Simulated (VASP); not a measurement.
Write the native input for VASP 6.6.1 that does the following.

| Property | Result |
| --- | --- |
| Task | single point |
| Functional | PBEsol |
| Potentials or basis | VASP PAW PBE potentials, release 64 (Zr_sv) |
| Cutoff | 520 eV |
| k mesh | 9 × 9 × 5 |
| Occupations | fermi-dirac, width 0.05 eV |
| Spin | no spin polarisation |
| Dipole correction | no |
| Further INCAR settings | ALGO = Normal; EDIFF = 1e-06; NBANDS = 19 |

The structure of Zr lies in POSCAR:

```
Zr
1.0
    3.1818370387      0.0000000000      0.0000000000
   -1.5909185194      2.7555517062      0.0000000000
    0.0000000000      0.0000000000      5.1248004174
Zr
2
Direct
    0.6666666667      0.3333333333      0.7500000000
    0.3333333333      0.6666666667      0.2500000000
```

One way to write it, as run:

INCAR

```
SYSTEM = Zr
PREC = Accurate
ENCUT = 520
EDIFF = 1E-6
ISMEAR = -1
SIGMA = 0.05
LREAL = .False.
LASPH = .True.
NELM = 100
ALGO = Normal
ISIF = 2
LWAVE = .False.
LCHARG = .True.
GGA = PS
LELF = .True.
LVHAR = .True.
NBANDS = 19
```

KPOINTS

```
Automatic mesh
0
Gamma
  9 9 5
  0 0 0
```

Potentials or basis: VASP PAW PBE potentials, release 64 (Zr_sv).

Launch:

```sh
$ cat potpaw_PBE.64/Zr_sv/POTCAR > POTCAR
$ mpirun -np 1 vasp_std > vasp.out
```

It gave:

```json
{"Pressure": "0.1 GPa", "Band gap on the k mesh": "zero (band 12 reaches 10.15 eV, above the bottom of band 13 at 9.02 eV)"}
```

Caveat: the PAW data sets were made with another functional, which shifts forces and pressure a little.

It took 46 s on 1 thread of AMD EPYC 7R13 (shared host), peak memory 0.14 GiB.
